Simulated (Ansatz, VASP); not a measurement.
## Two plane-wave programs on C

```xyz
4
Lattice="-2.4647 0.0000 0.0000 0.0000 0.0000 -3.5720 0.0000 -4.2689 0.0000" Properties=species:S:1:pos:R:3 pbc="T T T"
C    -1.2323   -0.6755    0.0000
C     0.0000   -2.7619    0.0000
C     0.0000   -1.4590    0.0000
C    -1.2323   -3.6414    0.0000
```

Change from the starting cell: mode 8 frozen in at -0.024 Å and mode 12 at +0.060 Å (largest displacements).

Alike in both runs: task single point; functional PBE; dispersion D3(BJ); k mesh 18 × 12 × 10; occupations gaussian, width 0.15 eV; no spin polarisation.

```csv
,VASP,Ansatz
version,VASP 6.6.1,Ansatz 0.2.0
potentials or method,"VASP PAW PBE potentials, release 64 (C), cutoff 520 eV","scalar-relativistic, plane waves, PAW"
valence electrons in the cell,16,16
```

Ansatz gave:

* gap on the k mesh at the Fermi level (eV): none
* pressure (GPa): 7.4
* traceless stress, the component that is largest in VASP (GPa): 17.68
* rms of the force components (eV/Å): 4.342

Estimate VASP's values.

gap on the k mesh at the Fermi level (eV): none; pressure (GPa): 7.8; traceless stress, the component that is largest in VASP (GPa): 18.08; rms of the force components (eV/Å): 4.353.

Atom by atom the forces differ by 0.011 eV/Å (rms over components). A gap of «none» marks a metal or a gap that the smearing closes.
